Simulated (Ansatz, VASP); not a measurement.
**SiN in VASP and in Ansatz**

The input INCAR:

```
  PREC = Accurate
  ENCUT = 520
  EDIFF = 1E-6
  ISMEAR = 0
  SIGMA = 0.1
  LREAL = False
  LASPH = True
  NELM = 150
  ALGO = Normal
  ISIF = 2
  LWAVE = False
  LCHARG = False
  ISPIN = 2
  MAGMOM = 0 1
  LORBIT = 11
  GGA = PE
  NBANDS = 16
```

File KPOINTS:

```
Automatic mesh
0
Gamma
  8 8 8
```

The input POSCAR:

```
SiN
1.0
   -1.4686953991      1.4686953991      2.3173308989
    1.4686953991     -1.4686953991      2.3173308989
    1.4686953991      1.4686953991     -2.3173308989
Si N
1 1
Direct
    0.0115154910      0.0115154910      0.0000000000
    0.4164845090      0.4164845090      0.0000000000
```

Input for Ansatz:

```yaml
crystal:
  lattice:
    - [-1.4686953991, 1.4686953991, 2.3173308989]
    - [1.4686953991, -1.4686953991, 2.3173308989]
    - [1.4686953991, 1.4686953991, -2.3173308989]
  atoms:
    - { symbol: Si, position: [0.011515491, 0.011515491, 0.0] }
    - { symbol: "N", position: [0.416484509, 0.416484509, 0.0], spin: 1.0 }
basis:
  ecutwfc: 420
kpoints:
  mp_grid: { grid: [8, 8, 8] }
hamiltonian:
  xc: pbe
scf:
  occupations: { method: gaussian, width: 0.1 }
  lower_state_search: "off"
output:
  forces: true
  stress: true
  eigenvalues: true
  populations: true
magnetization:
  spin_polarized: true
```

Change from the starting cell: species swapped into the SnP type (I4mm, No. 107).

Alike in both runs: task single point; functional PBE; k mesh 8 × 8 × 8; occupations gaussian, width 0.1 eV; collinear spin.

```csv
,VASP,Ansatz
version,VASP 6.6.1,Ansatz 0.2.0
potentials or method,"VASP PAW PBE potentials, release 64 (Si, N), cutoff 520 eV","scalar-relativistic, plane waves, PAW"
valence electrons in the cell,9,9
```

```tsv
	VASP	Ansatz	Ansatz less VASP
gap on the k mesh at the Fermi level (eV)	none	none	-
pressure (GPa)	-0.3	-0.2	+0.03
rms of the force components (eV/Å)	0.003	0.005	+0.0020
net moment per atom (μB)	0.00	0.00	0.000
```

Atom by atom the forces differ by 0.002 eV/Å (rms over components). A gap of «none» marks a metal or a gap that the smearing closes. With one functional, cell and mesh, what is left measures potentials, basis and numerics. Ansatz's warnings: seeded moment not kept.

The k mesh is coarse, so the values compare programs but aren't converged.
